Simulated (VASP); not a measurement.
A run of VASP 6.6.1 is set up as follows.

File INCAR:

```
PREC     = Accurate       # precision mode
ENCUT    = 520            # plane-wave cutoff, eV
EDIFF    = 1E-6           # SCF threshold, eV
ISMEAR   = 0              # smearing method
SIGMA    = 0.05           # smearing width, eV
LREAL    = F              # projectors in reciprocal space
LASPH    = T              # aspherical terms in the spheres
NELM     = 60             # most SCF steps
ALGO     = Normal         # electronic algorithm
ISIF     = 2              # what is computed and relaxed
LWAVE    = F              # write WAVECAR
LCHARG   = F              # write CHGCAR
GGA      = PS             # functional
NBANDS   = 11             # bands
```

File KPOINTS:

```
regular mesh
0
Gamma
  10 10 10
```

File POSCAR:

```
MgO
1.0
    0.0000000000      2.1351500000      2.1351500000
    2.2952862500      0.0000000000      2.1351500000
    2.2952862500      2.1351500000      0.0000000000
Mg O
1 1
Direct
    0.0000000000      0.0000000000      0.0000000000
    0.5000000000      0.5000000000      0.5000000000
```

Potentials or basis: VASP PAW PBE potentials, release 64 (Mg, O).

Run with:

```bash
$ cat potpaw_PBE.64/Mg/POTCAR potpaw_PBE.64/O/POTCAR > POTCAR
$ mpirun -np 1 vasp_std > vasp.out
```

Question: Predict the band gap on the k mesh.

Answer: 3.51 eV, direct.

Question: Estimate the pressure.

Answer: -13.4 GPa.

Stress tensor (GPa, compression positive):
```
-17.27   0.00   0.00
  0.00 -11.48   0.00
  0.00   0.00 -11.48
```

Caveat: the cell differs from its parent crystal (strain +0.0750 x Voigt [1, 0, 0, 0, 0, 0]); the PAW data sets were made with another functional, which shifts forces and pressure a little.
